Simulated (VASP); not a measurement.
# KI in VASP: notebook, part 2 of 3

VASP 6.6.1. Earlier steps stand in the parts before.

## Step 3: Single point, r2SCAN (strain +0.080 along x and y, +0.080 along z)

Input file POSCAR:

```
KI
1.0
    0.0000000000      3.8065140000      3.8065140000
    3.8065140000      0.0000000000      3.8065140000
    3.8065140000      3.8065140000      0.0000000000
K I
1 1
Direct
    0.0000000000      0.0000000000      0.0000000000
    0.5000000000      0.5000000000      0.5000000000
```

Input file INCAR.step1:

```
SYSTEM = KI
PREC = Accurate ; ENCUT = 520
ISMEAR = 0 ; SIGMA = 0.05
LREAL = .FALSE. ; LASPH = .TRUE.
NELM = 60 ; NBANDS = 15
GGA = PE ; ALGO = Normal
EDIFF = 1E-4 ; LWAVE = .TRUE.
LCHARG = .FALSE.
```

Input file INCAR.step2:

```
SYSTEM = KI
PREC = Accurate ; ENCUT = 520
EDIFF = 1E-6 ; ISMEAR = 0
SIGMA = 0.05 ; LREAL = .FALSE.
LASPH = .TRUE. ; NELM = 60
ALGO = Normal ; ISIF = 2
LWAVE = .FALSE. ; LCHARG = .FALSE.
METAGGA = R2SCAN ; LMIXTAU = .TRUE.
NBANDS = 15 ; ISTART = 1
```

Input file KPOINTS:

```
regular mesh
0
G
  6 6 6
  0 0 0
```

Potentials or basis: VASP PAW PBE potentials, release 64 (K_sv, I).

The run is started by

```bash
> cat potpaw_PBE.64/K_sv/POTCAR potpaw_PBE.64/I/POTCAR > POTCAR
> cp INCAR.step1 INCAR
> mpirun -np 1 vasp_std > vasp.out
> cp INCAR.step2 INCAR
> mpirun -np 1 vasp_std > vasp.out
```

OUTCAR:

```text
SYSTEM = KI
   PREC = Accurate
   ENCUT = 520
   EDIFF = 1E-6
   ISMEAR = 0
   LREAL = .FALSE.
   LASPH = .TRUE.
   NELM = 60
   ISIF = 2
   METAGGA = R2SCAN
   ISTART = 1

 ion  position               nearest neighbor table
   1  0.000  0.000  0.000-
   2  0.500  0.500  0.500-

  LATTYP: Found a face centered cubic cell.
 ALAT       =     7.6130280000

  Lattice vectors:

 A1 = (   0.0000000000,   3.8065140000,   3.8065140000)
 A2 = (   3.8065140000,   0.0000000000,   3.8065140000)
 A3 = (   3.8065140000,   3.8065140000,   0.0000000000)

Analysis of symmetry for initial positions (statically):
=====================================================================
 Subroutine PRICEL returns:
 Original cell was already a primitive cell.

 Routine SETGRP: Setting up the symmetry group for a
 face centered cubic supercell.

 Subroutine GETGRP returns: Found 48 space group operations
 (whereof 48 operations were pure point group operations)
 out of a pool of 48 trial point group operations.

The static configuration has the point symmetry O_h .

Analysis of symmetry for dynamics (positions and initial velocities):
=====================================================================
 Subroutine PRICEL returns:
 Original cell was already a primitive cell.

 Routine SETGRP: Setting up the symmetry group for a
 face centered cubic supercell.

 Subroutine GETGRP returns: Found 48 space group operations
 (whereof 48 operations were pure point group operations)
 out of a pool of 48 trial point group operations.

The dynamic configuration has the point symmetry O_h .

 Subroutine INISYM returns: Found 48 space group operations
 (whereof 48 operations are pure point group operations),
 and found     1 'primitive' translations

----------------------------------------------------------------------------------------

[... 110 lines left out ...]
   AEXX    =    0.0000 exact exchange contribution
   IVDW    =     0    specifies the selected vdW correction
   LEPSILON=     F    determine dielectric tensor
   LRPA    =     F    only Hartree local field effects (RPA)
 non-spin polarized calculation
 Gauss-broadening in eV      SIGMA  =   0.05
  energy-cutoff  :      520.00
  volume of cell :      110.31
 maximum number of plane-waves:      2988
   NGX = 21   NGY = 21   NGZ = 21

 number of electron      16.0000002 magnetization

 Free energy of the ion-electron system (eV)
  ---------------------------------------------------
  ext. energy  EPLUGINS =         0.00000000
  ---------------------------------------------------
  free energy    TOTEN  =       -33.85981686 eV

  energy without entropy =      -33.85981686  energy(sigma->0) =      -33.85981686

 E-fermi :  -1.5345     XC(G=0):  -6.6156

 val. band max:       -1.7396798658   @ k =   0.0000   0.0000   0.0000
 cond. band min:       2.3775947067   @ k =   0.0000   0.0000   0.0000
 fundamental gap:      4.1172745725
 Fermi energy:        -1.5344816899

 k-point     1 :       0.0000    0.0000    0.0000
  band No.  band energies     occupation
      1     -31.8643      2.00000
      2     -14.5549      2.00000
      3     -14.5549      2.00000
      4     -14.5549      2.00000
      5     -12.2780      2.00000
      6      -1.7397      2.00000
      7      -1.7397      2.00000
      8      -1.7397      2.00000
      9       2.3776      0.00000
     10       5.3369      0.00000
     11       5.3369      0.00000
     12       5.3369      0.00000
     13       6.0528      0.00000
     14       6.0528      0.00000
[... 257 lines left out ...]
      2     -14.5679      2.00000
      3     -14.5660      2.00000
      4     -14.5635      2.00000
      5     -12.1892      2.00000
      6      -2.3475      2.00000
      7      -2.1271      2.00000
      8      -2.0880      2.00000
      9       4.4523      0.00000
     10       4.7877      0.00000
     11       5.7435      0.00000
     12       6.5688      0.00000
     13       7.1295      0.00000
     14       8.0616      0.00000
     15       8.2109      0.00000

------------------------ aborting loop because EDIFF is reached ----------------------------------------

  FORCE on cell =-STRESS in cart. coord.  units (eV):
  Direction    XX          YY          ZZ          XY          YZ          ZX
  --------------------------------------------------------------------------------------
  -------------------------------------------------------------------------------------
  Total       -1.0805635     -1.0805635     -1.0805635      0.0000000     -0.0000000      0.0000000
  in kB      -15.6945403    -15.6945403    -15.6945403      0.0000000     -0.0000000      0.0000000
  external PRESSURE =     -15.6945403 kB  Pullay stress =       0.0000000 kB

 VOLUME and BASIS-vectors are now :
 -----------------------------------------------------------------------------
  energy-cutoff  :      520.00
  volume of cell :      110.31
      direct lattice vectors                 reciprocal lattice vectors
     0.000000000  3.806514000  3.806514000    -0.131353779  0.131353779  0.131353779
     3.806514000  0.000000000  3.806514000     0.131353779 -0.131353779  0.131353779
     3.806514000  3.806514000  0.000000000     0.131353779  0.131353779 -0.131353779

 POSITION                                       TOTAL-FORCE (eV/Angst)
 -----------------------------------------------------------------------------------
      0.00000      0.00000      0.00000         0.000000      0.000000      0.000000
      3.80651      3.80651      3.80651        -0.000000     -0.000000     -0.000000
 -----------------------------------------------------------------------------------
    total drift:                                0.000000     -0.000000     -0.000000

  FREE ENERGIE OF THE ION-ELECTRON SYSTEM (eV)
  ---------------------------------------------------
  free  energy   TOTEN  =       -33.8598168607 eV

  energy  without entropy=      -33.8598168607  energy(sigma->0) =      -33.85981686
```

OUTCAR.step1:

```text
SYSTEM = KI
   PREC = Accurate
   ENCUT = 520
   ISMEAR = 0
   LREAL = .FALSE.
   LASPH = .TRUE.
[... 498 lines left out ...]
      0.00000      0.00000      0.00000        -0.000000      0.000000     -0.000000
      3.80651      3.80651      3.80651         0.000000      0.000000      0.000000
 -----------------------------------------------------------------------------------
    total drift:                                0.000000     -0.000000     -0.000000

  FREE ENERGIE OF THE ION-ELECTRON SYSTEM (eV)
  ---------------------------------------------------
  free  energy   TOTEN  =        -5.4881607542 eV

  energy  without entropy=       -5.4881607542  energy(sigma->0) =       -5.48816075
```

OSZICAR.step1:

```text
N       E                     dE             d eps       ncg     rms          rms(c)
DAV:   1     0.878197847058E+02    0.87820E+02   -0.62707E+03   480   0.882E+02
DAV:   2     0.761089784206E+00   -0.87059E+02   -0.81881E+02   613   0.201E+02
DAV:   3    -0.530573464595E+01   -0.60668E+01   -0.60410E+01   642   0.468E+01
DAV:   4    -0.562542741329E+01   -0.31969E+00   -0.31961E+00   828   0.937E+00
DAV:   5    -0.562702831850E+01   -0.16009E-02   -0.16009E-02   677   0.697E-01    0.219E+00
DAV:   6    -0.549410975624E+01    0.13292E+00   -0.14148E-01   641   0.173E+00    0.157E+00
DAV:   7    -0.547858321950E+01    0.15527E-01   -0.13787E-01   634   0.161E+00    0.783E-01
DAV:   8    -0.548747705092E+01   -0.88938E-02   -0.14816E-02   645   0.713E-01    0.121E-01
DAV:   9    -0.548790901931E+01   -0.43197E-03   -0.14204E-03   641   0.182E-01    0.787E-02
DAV:  10    -0.548810777273E+01   -0.19875E-03   -0.23079E-04   608   0.807E-02    0.232E-02
DAV:  11    -0.548816075418E+01   -0.52981E-04   -0.57469E-05   489   0.443E-02
   1 F= -.54881608E+01 E0= -.54881608E+01  d E =-.308737E-13
```

Wall time 99 s (1 thread of Intel Xeon 6975P-C, shared host); peak memory 0.27 GiB.

What came out:

```yaml
Free_energy: -33.8598 eV
Pressure: -1.6 GPa
Band_gap_on_the_k_mesh: 4.12 eV, direct
```

Levels at points of the mesh, in eV from the valence-band top:
```tsv
k point	band 4	band 5	band 6	band 7	band 8	band 9	band 10	band 11	band 12	band 13
(0.00, 0.00, 0.00)	-12.82	-10.54	0.00	0.00	0.00	4.12	7.08	7.08	7.08	7.79
(0.50, 0.00, 0.00)	-12.82	-10.43	-0.88	-0.19	-0.19	5.75	7.54	8.30	8.30	8.98
(0.50, 0.50, 0.00)	-12.82	-10.46	-0.70	-0.26	-0.26	5.64	5.98	8.33	8.57	8.82
```

Caveat: the cell differs from its parent crystal (strain +0.080 along x and y, +0.080 along z); the PAW data sets were made with another functional, which shifts forces and pressure a little; spin-orbit coupling is left out, which moves the levels of the heavy elements.

(Continued in part 3 of 3.)
